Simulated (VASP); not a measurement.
# Ga3Sb3H2: single point with PBE

Ga3Sb3H2, a wire with vacuum:

```xyz
16
Lattice="22.8000 0.0000 0.0000 0.0000 10.0000 0.0000 0.0000 0.0000 7.5790" Properties=species:S:1:pos:R:3 pbc="T T T"
Ga   16.8697    4.6516    2.5263
Ga   12.4939    4.6516    2.5263
Ga   14.6818    4.6516    6.3158
Ga    8.1182    4.6516    2.5263
Ga   10.3061    4.6516    6.3158
Ga    5.9303    4.6516    6.3158
Sb   14.6818    5.3484    1.2632
Sb   16.8697    5.3484    5.0527
Sb   10.3061    5.3484    1.2632
Sb   12.4939    5.3484    5.0527
Sb    5.9303    5.3484    1.2632
Sb    8.1182    5.3484    5.0527
H    18.1804    5.0690    1.7696
H     4.6196    5.0690    5.5591
H    18.2973    4.8937    5.8769
H     4.5027    4.8937    2.0874
```

```yaml
Program: VASP 6.6.1
Task: single point
Functional: PBE
Potentials_or_basis: VASP PAW PBE potentials, release 64 (Ga_d, Sb_d_GW, H)
Cutoff: 400 eV
k_mesh: 1 × 1 × 5
Occupations: gaussian, width 0.05 eV
Spin: no spin polarisation
```

```
Largest force          : 0.564 eV/Å
Band gap on the k mesh : 1.39 eV
```

Forces on the atoms (eV/Å):
```
Ga  -0.082  0.366  0.181
Ga   0.046 -0.002 -0.017
Ga   0.119 -0.085  0.049
Ga  -0.119 -0.085  0.049
Ga  -0.046 -0.002 -0.017
Ga   0.082  0.366  0.181
Sb   0.005 -0.073  0.192
Sb  -0.304  0.352 -0.319
Sb  -0.066  0.034 -0.003
Sb   0.066  0.034 -0.003
Sb   0.304  0.352 -0.319
Sb  -0.005 -0.073  0.192
H    0.143 -0.268 -0.098
H   -0.143 -0.268 -0.098
H   -0.001 -0.323  0.014
H    0.001 -0.323  0.014
```

Levels at points of the mesh, in eV from the valence-band top:
```
           k point  band 84  band 85  band 86  band 87  band 88  band 89
(0.00, 0.00, 0.00)    -0.25    -0.12     0.00     1.39     1.44     1.58
```

Wall time 18 min on 1 thread of Intel(R) Xeon(R) Platinum 8259CL CPU @ 2.50GHz (Skylake/Cascade Lake) (shared host), peak memory 1 GiB.

Caveat: spin-orbit coupling is left out, which moves the levels of the heavy elements.
